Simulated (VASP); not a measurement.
# Mg12H (a cell with a defect) in VASP: relaxation of the atoms with PBE

Aim: the relaxation of the atoms of Mg12H (a cell with a defect) with PBE.

Everything below comes from runs of VASP 6.6.1. Logs are shortened: lines on timing, memory, paths and dates and some standing lists are left out, and cuts for length are marked.

## Step 1: The cell of the first run

The cell holds a defect, 13 atoms: a = 6.420 Å, b = 9.630 Å, c = 5.213 Å, α = 90.00°, β = 90.00°, γ = 120.00°.

## Step 2: Relaxation of the atoms, PBE

INCAR

```
PREC = Accurate ; ENCUT = 520
EDIFF = 1E-7 ; ISMEAR = -1
SIGMA = 0.1 ; LREAL = F
LASPH = T ; NELM = 80
ALGO = Normal ; ISIF = 2
LWAVE = F ; LCHARG = F
GGA = PE ; IBRION = 2
NSW = 45 ; EDIFFG = -0.08
```

KPOINTS

```
regular mesh
0
Gamma
  3 2 3
```

POSCAR

```
Mg12H
1.0
    6.4200000000      0.0000000000      0.0000000000
   -4.8150000000      8.3398250000      0.0000000000
    0.0000000000      0.0000000000      5.2130400000
Mg H
12 1
Direct
    0.0000000000      0.0000000000      0.0000000000
    0.1666667000      0.2222222000      0.5000000000
    0.0000000000      0.3333333000      0.0000000000
    0.1666667000      0.5555556000      0.5000000000
    0.0000000000      0.6666667000      0.0000000000
    0.1666667000      0.8888889000      0.5000000000
    0.5000000000      0.0000000000      0.0000000000
    0.6666667000      0.2222222000      0.5000000000
    0.5000000000      0.3333333000      0.0000000000
    0.6666667000      0.5555556000      0.5000000000
    0.5000000000      0.6666667000      0.0000000000
    0.6666667000      0.8888889000      0.5000000000
    0.3392843000      0.1134750000      0.2547381000
```

Potentials or basis: VASP PAW PBE potentials, release 64 (Mg, H).

Launch:

```sh
$ cat potpaw_PBE.64/Mg/POTCAR potpaw_PBE.64/H/POTCAR > POTCAR
$ mpirun -np 1 vasp_std > vasp.out
```

OUTCAR:

```text
PREC = Accurate
   ENCUT = 520
   EDIFF = 1E-7
   ISMEAR = -1
   LREAL = F
   LASPH = T
   NELM = 80
   ISIF = 2
   GGA = PE
   IBRION = 2
   NSW = 45
   EDIFFG = -0.08

 ion  position               nearest neighbor table
   1  0.000  0.000  0.000-  12 3.20  12 3.20   2 3.20   2 3.20   6 3.20   6 3.20   5 3.21   3 3.21
                             9 3.21  11 3.21   7 3.21   7 3.21
   2  0.167  0.222  0.500-  13 2.26   9 3.20   9 3.20   1 3.20   1 3.20   3 3.20   3 3.20   6 3.21
                            12 3.21   8 3.21   8 3.21  10 3.21   4 3.21
   3  0.000  0.333  0.000-   8 3.20   8 3.20   2 3.20   2 3.20   4 3.20   4 3.20   1 3.21   7 3.21
                             9 3.21   9 3.21  11 3.21   5 3.21
   4  0.167  0.556  0.500-  11 3.20  11 3.20   5 3.20   5 3.20   3 3.20   3 3.20   6 3.21  12 3.21
                            10 3.21  10 3.21   8 3.21   2 3.21
   5  0.000  0.667  0.000-  10 3.20  10 3.20   6 3.20   6 3.20   4 3.20   4 3.20   1 3.21   7 3.21
                            11 3.21  11 3.21   9 3.21   3 3.21
   6  0.167  0.889  0.500-  13 2.27   7 3.20   7 3.20   5 3.20   5 3.20   1 3.20   1 3.20   2 3.21
                             4 3.21   8 3.21  10 3.21  12 3.21  12 3.21
   7  0.500  0.000  0.000-  13 2.27   6 3.20   6 3.20   8 3.20   8 3.20  12 3.20  12 3.20  11 3.21
                             9 3.21   3 3.21   5 3.21   1 3.21   1 3.21
   8  0.667  0.222  0.500-  13 2.22   3 3.20   3 3.20   7 3.20   7 3.20   9 3.20   9 3.20  12 3.21
                             6 3.21   2 3.21   2 3.21   4 3.21  10 3.21
   9  0.500  0.333  0.000-  13 2.26   2 3.20   2 3.20   8 3.20   8 3.20  10 3.20  10 3.20   7 3.21
                             1 3.21   3 3.21   3 3.21   5 3.21  11 3.21
  10  0.667  0.556  0.500-   5 3.20   5 3.20  11 3.20  11 3.20   9 3.20   9 3.20  12 3.21   6 3.21
                             4 3.21   4 3.21   2 3.21   8 3.21
  11  0.500  0.667  0.000-   4 3.20   4 3.20  12 3.20  12 3.20  10 3.20  10 3.20   7 3.21   1 3.21
                             5 3.21   5 3.21   3 3.21   9 3.21
  12  0.667  0.889  0.500-   1 3.20   1 3.20  11 3.20  11 3.20   7 3.20   7 3.20   8 3.21  10 3.21
                             2 3.21   4 3.21   6 3.21   6 3.21
  13  0.339  0.113  0.255-   8 2.22   2 2.26   9 2.26   6 2.27   7 2.27

  LATTYP: Found a simple monoclinic cell.
 ALAT       =     6.4200000000
 B/A-ratio  =     0.8120000000
 C/A-ratio  =     1.3228757108
 COS(beta)  =    -0.1889822286

  Lattice vectors:

 A1 = (   6.4200000000,   0.0000000000,   0.0000000000)
 A2 = (   0.0000000000,   0.0000000000,   5.2130400000)
 A3 = (  -1.6050000000,  -8.3398250000,   0.0000000000)

Analysis of symmetry for initial positions (statically):
=====================================================================
 Subroutine PRICEL returns:
 Original cell was already a primitive cell.

 Routine SETGRP: Setting up the symmetry group for a
 simple monoclinic supercell.

 Subroutine GETGRP returns: Found  1 space group operations
 (whereof  1 operations were pure point group operations)
 out of a pool of  4 trial point group operations.

The static configuration has the point symmetry C_1 .

Analysis of symmetry for dynamics (positions and initial velocities):
=====================================================================
 Subroutine PRICEL returns:
 Original cell was already a primitive cell.

 Routine SETGRP: Setting up the symmetry group for a
 simple monoclinic supercell.

 Subroutine GETGRP returns: Found  1 space group operations
 (whereof  1 operations were pure point group operations)
 out of a pool of  4 trial point group operations.

The dynamic configuration has the point symmetry C_1 .

 Subroutine INISYM returns: Found  1 space group operations
 (whereof  1 operations are pure point group operations),
 and found     1 'primitive' translations

----------------------------------------------------------------------------------------

                                     Primitive cell

  volume of cell :     279.1149

  direct lattice vectors                    reciprocal lattice vectors
     6.420000000  0.000000000  0.000000000     0.155763240  0.089929945  0.000000000
    -4.815000000  8.339825000  0.000000000     0.000000000  0.119906593  0.000000000
     0.000000000  0.000000000  5.213040000     0.000000000  0.000000000  0.191826650

  length of vectors
     6.420000000  9.630000313  5.213040000     0.179859895  0.119906593  0.191826650

[... 69 lines left out ...]
 -----------------------------------------------------------------------------

 Subroutine IBZKPT returns following result:
 ===========================================

 Found     10 irreducible k-points:

 Following reciprocal coordinates:
            Coordinates               Weight
  0.000000  0.000000  0.000000      1.000000
  0.333333  0.000000  0.000000      2.000000
  0.000000  0.500000  0.000000      1.000000
  0.333333  0.500000  0.000000      2.000000
  0.000000  0.000000  0.333333      2.000000
  0.333333  0.000000  0.333333      2.000000
 -0.333333  0.000000  0.333333      2.000000
  0.000000  0.500000  0.333333      2.000000
  0.333333  0.500000  0.333333      2.000000
 -0.333333  0.500000  0.333333      2.000000
   k-points           NKPTS =     10   k-points in BZ     NKDIM =     10   number of bands    NBANDS=     19
   number of dos      NEDOS =    301   number of ions     NIONS =     13
   total plane-waves  NPLWV = 138240
   dimension x,y,z NGX =    48 NGY =   72 NGZ =   40
   dimension x,y,z NGXF=    96 NGYF=  144 NGZF=   80
   ions per type =              12   1
   NGX,Y,Z   is equivalent  to a cutoff of  12.43, 12.43, 12.76 a.u.
   NGXF,Y,Z  is equivalent  to a cutoff of  24.86, 24.86, 25.51 a.u.
 SYSTEM =  unknown system
   PREC   = accura    normal or accurate (medium, high low for compatibility)
   ISTART =      0    job   : 0-new  1-cont  2-samecut
   ICHARG =      2    charge: 1-file 2-atom 10-const
   ISPIN  =      1    spin polarized calculation?
   LNONCOLLINEAR =      F non collinear calculations
   LSORBIT =      F    spin-orbit coupling
   LASPH  =      T    aspherical Exc in radial PAW
   ENCUT  =  520.0 eV  38.22 Ry    6.18 a.u.  11.94 17.91  9.69*2*pi/ulx,y,z
   NELM   =     80;   NELMIN=  2; NELMDL= -5     # of ELM steps
   EDIFF  = 0.1E-06   stopping-criterion for ELM
   LREAL  =      F    real-space projection
   EDIFFG = -.8E-01   stopping-criterion for IOM
   NSW    =     45    number of steps for IOM
   IBRION =      2    ionic relax: 0-MD 1-quasi-New 2-CG
   NFREE  =      1    steps in history (QN), initial steepest desc. (CG)
   ISIF   =      2    stress and relaxation
   ISYM   =      2    0-nonsym 1-usesym 2-fastsym
   POTIM  = 0.5000    time-step for ionic-motion
   TEBEG  =    0.0;   TEEND  =   0.0 temperature during run
   PSTRESS=    0.0 pullay stress
   NELECT =      25.0000    total number of electrons
   NUPDOWN=      -1.0000    fix difference up-down
   EMIN   =  10.00;   EMAX   =-10.00  energy-range for DOS
   EFERMI =   0.00;   METHOD = LEGACY
   ISMEAR =    -1;   SIGMA  =   0.10  broadening in eV -4-tet -1-fermi 0-gaus
   EFERMI_NEDOS =   21; number of points for ismear=-14 and -15
   IALGO  =     38    algorithm
   IMIX   =      4    mixing-type and parameters
     AMIX     =   0.40;   BMIX     =  1.00
     AMIX_MAG =   1.60;   BMIX_MAG =  1.00
  volume/ion in A,a.u.               =      21.47       144.89
  Fermi-wavevector in a.u.,A,eV,Ry     =   0.732477  1.384180  7.299827  0.536522
  Thomas-Fermi vector in A             =   1.824949
   LORBIT       =      0    0 simple, 1 ext, 2 COOP (PROOUT), +10 PAW based schemes
   GGA     = PE    functional components
   LHFCALC =     F    Hartree Fock is set to
   AEXX    =    0.0000 exact exchange contribution
   IVDW    =     0    specifies the selected vdW correction
   LEPSILON=     F    determine dielectric tensor
   LRPA    =     F    only Hartree local field effects (RPA)
 conjugate gradient relaxation of ions
 non-spin polarized calculation
  energy-cutoff  :      520.00
  volume of cell :      279.11
 maximum number of plane-waves:      7549
   NGX = 23   NGY = 35   NGZ = 19

 number of electron      25.0000000 magnetization

 Free energy of the ion-electron system (eV)
  ---------------------------------------------------
  ext. energy  EPLUGINS =         0.00000000
  ---------------------------------------------------
  free energy    TOTEN  =       -20.83459823 eV

  energy without entropy =      -20.59434988  energy(sigma->0) =      -20.71447406

 E-fermi :   2.5892     XC(G=0):  -8.5065

 val. band max:        2.5849708146   @ k =  -0.3333   0.5000   0.3333
 cond. band min:       2.6554589667   @ k =   0.0000   0.0000   0.0000
 fundamental gap:      0.0704881521
 Fermi energy:         2.5892278957

 k-point     1 :       0.0000    0.0000    0.0000
  band No.  band energies     occupation
      1      -4.7884      2.00000
      2      -2.9817      2.00000
      3      -2.1294      2.00000
      4      -1.2057      2.00000
      5      -0.5742      2.00000
      6       0.0197      2.00000
[... 197 lines left out ...]
      6      -0.2624      2.00000
[... 11 lines left out ...]
     18       4.8203      0.00000
     19       5.3855      0.00000

------------------------ aborting loop because EDIFF is reached ----------------------------------------

  FORCE on cell =-STRESS in cart. coord.  units (eV):
  Direction    XX          YY          ZZ          XY          YZ          ZX
  --------------------------------------------------------------------------------------
  -------------------------------------------------------------------------------------
  Total       -0.4876569     -0.7592033     -1.3329915      0.2877615      0.0559839     -0.0332768
  in kB       -2.7992517     -4.3579839     -7.6516474      1.6518108      0.3213594     -0.1910159
  external PRESSURE =      -4.9362943 kB  Pullay stress =       0.0000000 kB

 VOLUME and BASIS-vectors are now :
 -----------------------------------------------------------------------------
  energy-cutoff  :      520.00
  volume of cell :      279.11
      direct lattice vectors                 reciprocal lattice vectors
     6.420000000  0.000000000  0.000000000     0.155763240  0.089929945  0.000000000
    -4.815000000  8.339825000  0.000000000     0.000000000  0.119906593  0.000000000
     0.000000000  0.000000000  5.213040000     0.000000000  0.000000000  0.191826650

 POSITION                                       TOTAL-FORCE (eV/Angst)
 -----------------------------------------------------------------------------------
      0.00000      0.00000      0.00000         0.036185      0.006431     -0.024015
      0.00000      1.85329      2.60652         0.037092     -0.002268      0.035998
     -1.60500      2.77994      0.00000         0.015916      0.018874      0.012324
     -1.60500      4.63324      2.60652         0.022010     -0.010919      0.011563
     -3.21000      5.55988      0.00000         0.020147      0.019827      0.037154
     -3.21000      7.41318      2.60652         0.012097      0.053583      0.018780
      3.21000      0.00000      0.00000        -0.032622      0.001862     -0.036146
      3.21000      1.85329      2.60652        -0.038472     -0.006725      0.029763
      1.60500      2.77994      0.00000        -0.011452     -0.047951     -0.018773
      1.60500      4.63324      2.60652        -0.022282     -0.015586     -0.032265
     -0.00000      5.55988      0.00000        -0.022658      0.008177     -0.011073
      0.00000      7.41318      2.60652        -0.004769     -0.016893     -0.012144
      1.63182      0.94636      1.32796        -0.011193     -0.008410     -0.011167
 -----------------------------------------------------------------------------------
    total drift:                               -0.000004     -0.000002      0.000027

  FREE ENERGIE OF THE ION-ELECTRON SYSTEM (eV)
  ---------------------------------------------------
  free  energy   TOTEN  =       -20.8345982326 eV

  energy  without entropy=      -20.5943498778  energy(sigma->0) =      -20.71447406

 reached required accuracy - stopping structural energy minimisation
```

Run time: 91 s. Hardware: 1 thread of Intel Xeon Platinum 8375C at 2.90GHz (Ice Lake), shared host; peak memory 0.35 GiB.

What came out:

```
Free energy                  : -20.8346 eV
Pressure after relaxing      : -0.5 GPa
Largest force after relaxing : 0.058 eV/Å
Band gap on the k mesh       : zero (an odd number of electrons rules out a gap without spin polarisation)
```

Forces on the atoms (eV/Å):
```
Mg   0.036  0.006 -0.024
Mg   0.037 -0.002  0.036
Mg   0.016  0.019  0.012
Mg   0.022 -0.011  0.012
Mg   0.020  0.020  0.037
Mg   0.012  0.054  0.019
Mg  -0.033  0.002 -0.036
Mg  -0.038 -0.007  0.030
Mg  -0.011 -0.048 -0.019
Mg  -0.022 -0.016 -0.032
Mg  -0.023  0.008 -0.011
Mg  -0.005 -0.017 -0.012
H   -0.011 -0.008 -0.011
```

Stress tensor (GPa, compression positive):
```
-0.28  0.17 -0.02
 0.17 -0.44  0.03
-0.02  0.03 -0.77
```

Final structure:
```cif
data_structure
_symmetry_space_group_name_H-M 'P 1'
_symmetry_Int_Tables_number 1
_cell_length_a 6.4200
_cell_length_b 9.6300
_cell_length_c 5.2130
_cell_angle_alpha 90.000
_cell_angle_beta 90.000
_cell_angle_gamma 120.000
_cell_volume 279.11
loop_
_atom_site_label
_atom_site_type_symbol
_atom_site_fract_x
_atom_site_fract_y
_atom_site_fract_z
_atom_site_occupancy
Mg1 Mg 0.00000 0.00000 0.00000 1
Mg2 Mg 0.16667 0.22222 0.50000 1
Mg3 Mg 0.00000 0.33333 0.00000 1
Mg4 Mg 0.16667 0.55556 0.50000 1
Mg5 Mg 0.00000 0.66667 0.00000 1
Mg6 Mg 0.16667 0.88889 0.50000 1
Mg7 Mg 0.50000 0.00000 0.00000 1
Mg8 Mg 0.66667 0.22222 0.50000 1
Mg9 Mg 0.50000 0.33333 0.00000 1
Mg10 Mg 0.66667 0.55556 0.50000 1
Mg11 Mg 0.50000 0.66667 0.00000 1
Mg12 Mg 0.66667 0.88889 0.50000 1
H1 H 0.33928 0.11348 0.25474 1
```

Levels at points of the mesh, in eV from the Fermi level:
| k point | band 10 | band 11 | band 12 | band 13 | band 14 | band 15 | band 16 | band 17 |
| --- | --- | --- | --- | --- | --- | --- | --- | --- |
| (0.00, 0.00, 0.00) | -0.72 | -0.16 | 0.07 | 0.32 | 0.51 | 0.58 | 1.25 | 1.77 |
| (0.00, 0.50, 0.00) | -1.14 | -0.81 | -0.69 | -0.32 | -0.15 | 1.08 | 1.78 | 2.10 |

Caveat: the k points lie up to 0.40 Å⁻¹ apart, too coarse for converged energies and pressures of a metal; the relaxation stopped at its first step, so nothing moved; the relaxation stopped at a loose force limit of 0.08 eV/Å, so its end isn't a converged minimum.

The gap in the log of VASP goes by the Fermi energy; the results here count the filled bands.